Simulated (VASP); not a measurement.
Runs of VASP 6.6.1 on Al. The structure is that of space group C2/c (No. 15), or close to it. The cells are those of the table. 

| cell | further INCAR settings | gap on the mesh (eV) | pressure (GPa) | largest force (eV/Å) |
| --- | --- | --- | --- | --- |
| a = 2.842, b = 2.838, c = 9.342 Å, angles 93.8, 82.5, 120.1°, 4 atoms | ALGO = Fast; EDIFF = 1e-06; NBANDS = 14 | none | 1.4 | 0.10 |
| a = 2.838, b = 2.837, c = 9.329 Å, angles 87.9, 94.3, 120.0°, 4 atoms | ALGO = Fast; EDIFF = 1e-06; NBANDS = 14 | none | 0.5 | 0.03 |
| a = 2.841, b = 2.837, c = 9.337 Å, angles 93.2, 83.6, 120.0°, 4 atoms | ALGO = Fast; EDIFF = 1e-06; NBANDS = 14 | none | 1.0 | 0.08 |
| a = 2.844, b = 2.838, c = 9.348 Å, angles 85.7, 98.6, 120.1°, 4 atoms | ALGO = Fast; EDIFF = 1e-07; NBANDS = 14 | none | (a) | 0.14 |

Alike in all rows: task single point; level PBEsol; potentials or basis VASP PAW PBE potentials, release 64 (Al); no spin polarisation; k mesh 18 × 18 × 6; cutoff (eV) 520; smearing gaussian 0.15 eV.

**Question.** Estimate the missing entries.

**Answer.** (a) 1.7.

Caveats: the PAW data sets were made with another functional, which shifts forces and pressure a little.

A gap of «none» marks levels without a gap at the run's occupations.
